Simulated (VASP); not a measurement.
## CaTiS2: single point with PBE

CaTiS2:

```
Ca Ti S
1.0
     3.64514    0.00000    0.00000
    -1.82257    3.15678    0.00000
     0.00000    0.00000    6.54150
Ca Ti S
1 1 2
Direct
  0.00000 0.00000 0.50000
  0.00000 0.00000 0.00000
  0.33333 0.66667 0.78034
  0.66667 0.33333 0.21966
```

| Property | Result |
| --- | --- |
| Program | VASP 6.6.1 |
| Task | single point |
| Functional | PBE |
| Potentials or basis | VASP PAW PBE potentials, release 64 (Ca_sv, Ti_sv, S) |
| Cutoff | 520 eV |
| k mesh | 7 × 7 × 4 |
| Occupations | fermi-dirac, width 0.1 eV |
| Spin | no spin polarisation |
| Dipole correction | no |
| Further INCAR settings | ALGO = Normal; EDIFF = 1e-06; NBANDS = 25 |

```json
{"Pressure": "0.4 GPa", "Largest force": "0.024 eV/Å", "Band gap on the k mesh": "zero (band 17 reaches 7.53 eV, above the bottom of band 18 at 7.15 eV)"}
```

Forces on the atoms (eV/Å):
```
Ca   0.000  0.000  0.000
Ti   0.000  0.000  0.000
S    0.000  0.000 -0.024
S    0.000  0.000  0.024
```

Stress tensor (GPa, compression positive):
```
0.29 0.00 0.00
0.00 0.29 0.00
0.00 0.00 0.71
```

Levels at points of the mesh, in eV from the Fermi level:
```csv
k point,band 15,band 16,band 17,band 18,band 19,band 20
"(0.00, 0.00, 0.00)",-2.33,-2.33,-0.97,-0.16,-0.16,0.94
"(0.00, 0.00, 0.50)",-2.84,-2.84,-0.04,-0.04,0.20,1.40
```

Wall time 54 s on 1 thread of Intel(R) Xeon(R) Platinum 8488C (Sapphire Rapids) (shared host), peak memory 0.22 GiB.
